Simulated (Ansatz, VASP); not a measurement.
# One calculation of K, two programs

```
K
1.0
    -2.65727    2.65727    2.61800
     2.65727   -2.65727    2.61800
     2.57873    2.57873   -2.61800
K
1
Cartesian
  0.0000 0.0000 0.0000
```

Change from the starting cell: xy shear strain of -3 %.

Alike in both runs: task single point; functional PBE; k mesh 10 × 10 × 10; occupations fermi-dirac, width 0.08 eV; no spin polarisation.

|  | VASP | Ansatz |
| --- | --- | --- |
| version | VASP 6.6.1 | Ansatz 0.2.0 |
| potentials or method | VASP PAW PBE potentials, release 64 (K_sv), cutoff 520 eV | all-electron LAPW, scalar-relativistic |

```tsv
	VASP	Ansatz	Ansatz less VASP
pressure (GPa)	0.1	0.1	+0.01
traceless stress, the component that is largest in VASP (GPa)	0.08	0.08	0.000
```

Ansatz ran all-electron here, and VASP with PAW potentials.
